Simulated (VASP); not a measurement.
The system is BaTiO3.

```
CELL_PARAMETERS angstrom
3.98550 0.00000 0.00000
0.00000 2.83690 2.84515
0.00000 -2.83690 2.84515
ATOMIC_POSITIONS crystal
Ba 0.00000 0.00000 0.00000
Ti 0.50000 0.51240 0.51240
O 0.00000 0.48740 0.48740
O 0.50000 0.50524 0.99184
O 0.50000 0.99184 0.50524
```

Base run:

```yaml
Program: VASP 6.6.1
Functional: PBEsol
Potentials_or_basis: VASP PAW PBE potentials, release 64 (Ba_sv, Ti_sv, O)
Cutoff: 520 eV
k_mesh: 4 × 4 × 4
Occupations: gaussian, width 0.01 eV
Spin: no spin polarisation
Hubbard_terms: Ti d U = 6.0 eV
```

Its results: band gap on the k mesh 2.51 eV (least direct gap 2.76 eV); pressure 2.9 GPa; largest force 0.675 eV/Å.

**Question.** After a change of settings the same cell gave: band gap on the k mesh 2.13 eV (least direct gap 2.36 eV); pressure 0.4 GPa; largest force 0.205 eV/Å. Which change was it?
A. hubbard terms from Ti d U = 6.0 eV to Ti d U = 1.5 eV
B. hubbard terms from Ti d U = 6.0 eV to none; further incar settings from ALGO = Normal; EDIFF = 1e-07; NBANDS = 28 to ALGO = Normal; EDIFF = 1e-06; NBANDS = 28
C. hubbard terms from Ti d U = 6.0 eV to Ti d U = 3.0 eV

**Answer.** C.

Caveats: the PAW data sets were made with another functional, which shifts forces and pressure a little; spin-orbit coupling is left out, which moves the levels of the heavy elements.
